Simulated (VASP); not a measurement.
A run of VASP 6.6.1 is set up as follows.

File INCAR:

```
ALGO = Normal
EDIFF = 1E-7
ENCUT = 520
GGA = PE
ISIF = 2
ISMEAR = 0
LASPH = T
LCHARG = F
LREAL = F
LWAVE = F
NBANDS = 17
NELM = 60
PREC = Accurate
SIGMA = 0.1
```

KPOINTS

```
k-points
0
Gamma
  4 4 6
```

Contents of POSCAR:

```
HfH6
1.0
    4.7859877820      0.0000000000      0.0000000000
    0.0000000000      4.7859877820      0.0000000000
    0.0000000000      0.0000000000      2.7586981731
Hf H
1 6
Direct
    0.0000000000      0.0000000000      0.0000000000
    0.1127234992      0.6908443663      0.5000000000
    0.8872765008      0.3091556337      0.5000000000
    0.3091556337      0.1127234992      0.5000000000
    0.6908443663      0.8872765008      0.5000000000
    0.0000000000      0.5000000000      0.5000000000
    0.5000000000      0.0000000000      0.5000000000
```

Potentials or basis: VASP PAW PBE potentials, release 64 (Hf_pv, H).

Run with:

```console
$ cat potpaw_PBE.64/Hf_pv/POTCAR potpaw_PBE.64/H/POTCAR > POTCAR
$ mpirun -np 1 vasp_std > vasp.out
```

Predict the band gap on the k mesh.

zero (bands 8 and 9 overlap by 1.26 eV).

Estimate the pressure.

-0.1 GPa.

What does it give for the largest force?

0.007 eV/Å.

Stress tensor (GPa, compression positive):
```
-0.07  0.00  0.00
 0.00 -0.07  0.00
 0.00  0.00 -0.29
```

Caveat: the k points lie up to 0.38 Å⁻¹ apart, too coarse for converged energies and pressures of a metal; spin-orbit coupling is left out, which moves the levels of the heavy elements.
